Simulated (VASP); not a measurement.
Al16N16F (a cell with a defect): single point with PBE

The system is Al16N16F (a cell with a defect).

```
Al N F
1.0
     6.26041    0.00000    0.00000
    -3.13021    5.42168    0.00000
     0.00000    0.00000   10.03612
Al N F
16 16 1
Direct
  0.34309 0.17059 0.24687
  0.15999 0.32881 0.49847
  0.33311 0.17324 0.74775
  0.16888 0.33899 0.99771
  0.32267 0.65716 0.25352
  0.15574 0.83555 0.50254
  0.32866 0.66368 0.74392
  0.18305 0.84324 0.98103
  0.83285 0.16568 0.24793
  0.66169 0.32588 0.50767
  0.83112 0.16734 0.75372
  0.67094 0.34390 0.99949
  0.76669 0.64476 0.27135
  0.65525 0.83539 0.50536
  0.83038 0.66933 0.74947
  0.66072 0.83224 0.99796
  0.33746 0.16978 0.44601
  0.16812 0.33809 0.19046
  0.33983 0.18153 0.93687
  0.15935 0.33025 0.68879
  0.31874 0.66629 0.44482
  0.28307 0.87891 0.15747
  0.33544 0.66197 0.92960
  0.16405 0.83722 0.69469
  0.82791 0.16305 0.44146
  0.68280 0.35443 0.19559
  0.83141 0.16871 0.94862
  0.66762 0.33397 0.69872
  0.81054 0.65566 0.45985
  0.64231 0.82987 0.19079
  0.84182 0.67778 0.94361
  0.66259 0.83651 0.69481
  0.02494 0.92563 0.27003
```

```
Program             : VASP 6.6.1
Task                : single point
Functional          : PBE
Potentials or basis : VASP PAW PBE potentials, release 64 (Al, N, F)
Cutoff              : 520 eV
k mesh              : 1 × 1 × 1
Occupations         : fermi-dirac, width 0.01 eV
Spin                : collinear spin
Fixed moment        : 1 μB
```

The pressure is 7.3 GPa, the largest force is 0.423 eV/Å and the net moment is 1.00 μB per cell. The site moments are Al -0.00, +0.00, -0.01, +0.01 (each value once); N -0.00, +0.00, +0.49, +0.01, +0.14 (each value once); F +0.07 μB and the valence electrons inside the program's atomic spheres are Al 0.76, 0.78, 0.79, 0.86, 0.77, 0.80, 0.75, 0.81, 0.85 (each value once); N 3.87, 3.88, 3.89, 3.80, 3.91, 3.90 (each value once); F 6.24.

Forces in eV/Å, atoms in the order of the input:
```
Al   0.012  0.001  0.006
Al   0.000  0.006 -0.022
Al   0.000  0.008 -0.022
Al   0.006  0.007 -0.017
Al   0.001  0.014 -0.044
Al  -0.023 -0.006 -0.010
Al  -0.005  0.003 -0.013
Al  -0.005  0.001 -0.051
Al   0.028 -0.016 -0.011
Al   0.009 -0.020  0.017
Al   0.003  0.000 -0.005
Al   0.003  0.003 -0.004
Al  -0.069 -0.118  0.042
Al  -0.005 -0.006 -0.001
Al  -0.008  0.001 -0.011
Al  -0.002  0.001 -0.018
N    0.008  0.005  0.004
N    0.009  0.006 -0.030
N    0.001  0.007 -0.026
N    0.002  0.012 -0.017
N   -0.017  0.009 -0.051
N   -0.068 -0.002 -0.053
N   -0.001  0.006 -0.014
N   -0.003  0.001 -0.008
N    0.007 -0.008 -0.007
N    0.020 -0.027 -0.014
N    0.008  0.002 -0.011
N    0.008 -0.005  0.010
N   -0.025 -0.043  0.040
N    0.020  0.000 -0.046
N    0.003  0.013  0.005
N   -0.007  0.002 -0.005
F    0.087  0.140  0.390
```

Stress tensor (GPa, compression positive):
```
12.48  1.54 -1.53
 1.54 11.87 -1.56
-1.53 -1.56 -2.50
```

It took 4.5 min on 1 thread of Intel Xeon 8259CL, with other jobs on the host, peak memory 0.57 GiB.

Caveat: the k points lie up to 1.16 Å⁻¹ apart, too coarse for converged energies, forces and pressures; the total moment is fixed, so each spin has its own Fermi level and the state may be an excited one.
